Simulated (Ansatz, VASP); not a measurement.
**PbS: VASP beside Ansatz**

```xyz
2
Lattice="0.0000 3.1318 3.1318 2.9650 0.1668 2.9650 2.9650 2.9650 0.1668" Properties=species:S:1:pos:R:3 pbc="T T T"
Pb    0.0000    0.0000    0.0000
S     2.9650    3.1318    3.1318
```

Change from the starting cell: strain +0.1125 x Voigt [0, 0, 0, 1, 0, 0], atoms carried along.

Alike in both runs: task single point; functional r2SCAN; k mesh 8 × 8 × 8; occupations gaussian, width 0.05 eV; no spin polarisation.

```csv
,VASP,Ansatz
version,VASP 6.6.1,Ansatz 0.2.0
potentials or method,"VASP PAW PBE potentials, release 64 (Pb_d, S), cutoff 520 eV","scalar-relativistic, plane waves, PAW"
valence electrons in the cell,20,20
```

Ansatz gave:

| Property | Result |
| --- | --- |
| gap on the k mesh at the Fermi level (eV) | none |
| pressure (GPa) | 1.3 |
| traceless stress, the component that is largest in VASP (GPa) | -2.24 |

**Question.** Estimate VASP's values.

**Answer.** gap on the k mesh at the Fermi level (eV): none; pressure (GPa): 1.2; traceless stress, the component that is largest in VASP (GPa): -2.24.

VASP's potentials were made for PBE, not for r2SCAN. A gap of «none» marks a metal or a gap that the smearing closes.

Neither program's run includes spin-orbit coupling.
